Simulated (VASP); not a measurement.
A run of VASP 6.6.1 is set up as follows.

The input POSCAR:

```
Mo
1.0
   -1.5752131668      1.5752131668      1.5752131668
    1.5752131668     -1.5752131668      1.5752131668
    1.5752131668      1.5752131668     -1.5752131668
Mo
1
Direct
    0.0000000000      0.0000000000      0.0000000000
```

The input INCAR.step1:

```
SYSTEM = Mo
ALGO = Normal
EDIFF = 1E-4
ENCUT = 520
GGA = PE
ISMEAR = 0
LASPH = .True.
LCHARG = .False.
LREAL = .False.
LWAVE = .True.
NBANDS = 13
NELM = 60
PREC = Accurate
SIGMA = 0.15
```

Contents of INCAR.step2:

```
SYSTEM = Mo
ALGO = Normal
EDIFF = 1E-7
ENCUT = 520
ISIF = 2
ISMEAR = 0
ISTART = 1
LASPH = .True.
LCHARG = .False.
LMIXTAU = .True.
LREAL = .False.
LWAVE = .False.
METAGGA = R2SCAN
NBANDS = 13
NELM = 60
PREC = Accurate
SIGMA = 0.15
```

Contents of KPOINTS:

```
k-points
0
Gamma
  30 30 30
  0 0 0
```

Potentials or basis: VASP PAW PBE potentials, release 64 (Mo_sv).

Run with:

```bash
$ cat potpaw_PBE.64/Mo_sv/POTCAR > POTCAR
$ cp INCAR.step1 INCAR
$ mpirun -np 1 vasp_std > vasp.out
$ cp INCAR.step2 INCAR
$ mpirun -np 1 vasp_std > vasp.out
```

Estimate the pressure.

1.2 GPa.

Predict the band gap on the k mesh.

zero (bands 7 and 8 overlap by 5.56 eV).

Caveat: the PAW data sets were made with another functional, which shifts forces and pressure a little.
